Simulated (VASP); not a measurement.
Crystal: LuSi2.

```
CELL_PARAMETERS angstrom
3.78000 0.00000 0.00000
-1.89000 3.27358 0.00000
0.00000 0.00000 4.15800
ATOMIC_POSITIONS crystal
Lu 0.00000 0.00000 0.00000
Si 0.33333 0.66667 0.50000
Si 0.66667 0.33333 0.50000
```

| Property | Result |
| --- | --- |
| Program | VASP 6.6.1 |
| Task | relaxation of cell and atoms |
| Functional | PBEsol |
| Potentials or basis | VASP PAW PBE potentials, release 64 (Lu, Si) |
| Cutoff | 600 eV |
| k mesh | 6 × 6 × 5 |
| Occupations | fermi-dirac, width 0.05 eV |
| Spin | no spin polarisation |

At the start: pressure 8.3 GPa; volume 17.15 Å³/atom.

Task: Where does the relaxation end?

Result: Over 14 steps the energy falls by 134.7 meV/atom and the volume is 17.56 Å³/atom (+2.4 %); space group P6/mmm (No. 191, to 0.1 Å) before and after.

The path:
```csv
step,energy change (eV),largest force (eV/Å),pressure (GPa),volume (Å³)
1,0.0000,0.0000,8.28,51.45
2,-0.2805,0.0000,-7.26,58.02
3,-0.3287,0.0000,-3.93,55.98
4,-0.3998,0.0000,-0.67,53.38
5,-0.4013,0.0000,-0.14,53.00
6,-0.4015,0.0000,0.06,52.84
7,-0.4015,0.0000,0.18,52.77
8,-0.4017,0.0000,0.00,52.87
9,-0.4017,0.0000,-0.12,52.94
10,-0.4018,0.0000,-0.09,52.91
11,-0.4026,0.0000,-0.07,52.84
12,-0.4041,0.0000,-0.06,52.69
13,-0.4039,0.0000,-0.08,52.64
14,-0.4041,0.0000,-0.06,52.68
```

Final structure:
```
CELL_PARAMETERS angstrom
4.04492 0.00000 0.00000
-2.02246 3.50300 0.00000
0.00000 0.00000 3.71757
ATOMIC_POSITIONS crystal
Lu 0.00000 0.00000 0.00000
Si 0.33333 0.66667 0.50000
Si 0.66667 0.33333 0.50000
```

Caveat: the PAW data sets were made with another functional, which shifts forces and pressure a little.
